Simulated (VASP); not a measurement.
Wanted: the native input for a VASP 6.6.1 run.

* Task: single point
* Functional: LDA
* Potentials or basis: VASP PAW LDA potentials, release 64 (Nb_sv, As)
* Cutoff: 500 eV
* k mesh: 14 × 14 × 14
* Occupations: fermi-dirac, width 0.05 eV
* Spin: no spin polarisation
* Dipole correction: no
* Further INCAR settings: ALGO = Normal; EDIFF = 1e-06; NBANDS = 16

The structure of NbAs (rocksalt type) lies in POSCAR:

```
NbAs
1.0
    0.0000000000      2.4815364895      2.4815364895
    2.4815364895      0.0000000000      2.4815364895
    2.4815364895      2.4815364895      0.0000000000
Nb As
1 1
Direct
    0.0000000000      0.0000000000      0.0000000000
    0.5000000000      0.5000000000      0.5000000000
```

One way to write it, as run:

INCAR

```
SYSTEM = NbAs
PREC     = Accurate       ! precision mode
ENCUT    = 500            ! plane-wave cutoff, eV
EDIFF    = 1E-6           ! SCF threshold, eV
ISMEAR   = -1             ! smearing method
SIGMA    = 0.05           ! smearing width, eV
LREAL    = .FALSE.        ! projectors in reciprocal space
LASPH    = .TRUE.         ! aspherical terms in the spheres
NELM     = 120            ! most SCF steps
ALGO     = Normal         ! electronic algorithm
ISIF     = 2              ! what is computed and relaxed
LWAVE    = .FALSE.        ! write WAVECAR
LCHARG   = .TRUE.         ! write CHGCAR
GGA      = CA             ! functional
LELF     = .TRUE.         ! ELF
LVHAR    = .TRUE.       
NBANDS   = 16             ! bands
GGA_COMPAT= .FALSE.
```

KPOINTS

```
regular mesh
0
G
  14 14 14
  0 0 0
```

Potentials or basis: VASP PAW LDA potentials, release 64 (Nb_sv, As).

The run is started by

```bash
$ cat potpaw_LDA.64/Nb_sv/POTCAR potpaw_LDA.64/As/POTCAR > POTCAR
$ mpirun -np 1 vasp_std > vasp.out
```

It gave:

The pressure is 28.7 GPa and the band gap on the k mesh is zero (bands 9 and 10 overlap by 2.35 eV).

Caveat: the cell stands under pressure.

Wall time 2.5 min on 1 thread of Intel Xeon 8259CL (shared host), peak memory 0.15 GiB.
